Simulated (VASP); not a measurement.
Write the native input for VASP 6.6.1 that does the following.

```
Task                   : single point
Functional             : PBEsol
Potentials or basis    : VASP PAW PBE potentials, release 64 (Pd)
Cutoff                 : 500 eV
k mesh                 : 14 × 14 × 14
Occupations            : fermi-dirac, width 0.05 eV
Spin                   : collinear spin
Starting moments       : [0.5] μB
Dipole correction      : no
Further INCAR settings : ALGO = Normal; EDIFF = 1e-06; NBANDS = 15
```

The structure of Pd lies in POSCAR:

```
Pd
1.0
   -1.5424331855      1.5424331855      1.5424331855
    1.5424331855     -1.5424331855      1.5424331855
    1.5424331855      1.5424331855     -1.5424331855
Pd
1
Direct
    0.0000000000      0.0000000000      0.0000000000
```

This isn't the form of Pd at room conditions, which is fcc.

The input as run:

INCAR

```
SYSTEM = Pd
PREC = Accurate
ENCUT = 500
EDIFF = 1E-6
ISMEAR = -1
SIGMA = 0.05
LREAL = .FALSE.
LASPH = .TRUE.
NELM = 200
ALGO = Normal
ISIF = 2
LWAVE = .FALSE.
LCHARG = .TRUE.
ISPIN = 2
MAGMOM = 0.5
LORBIT = 11
LMAXMIX = 4
GGA = PS
LELF = .TRUE.
LVHAR = .TRUE.
NBANDS = 15
GGA_COMPAT = .FALSE.
```

KPOINTS

```
regular mesh
0
G
  14 14 14
  0 0 0
```

Potentials or basis: VASP PAW PBE potentials, release 64 (Pd).

Run with:

```console
$ cat potpaw_PBE.64/Pd/POTCAR > POTCAR
$ mpirun -np 1 vasp_std > vasp.out
```

It gave:

```yaml
Pressure: -0.3 GPa
Band_gap_on_the_k_mesh: zero (filled and empty bands overlap)
Net_moment: 0.00 μB per cell
Valence_electrons_inside_the_program's_atomic_spheres: Pd 9.45
```

Caveat: the PAW data sets were made with another functional, which shifts forces and pressure a little.

It took 28 s on 1 thread of AMD EPYC 7R13 Processor (Zen 3), with other jobs on the host, peak memory 0.12 GiB.
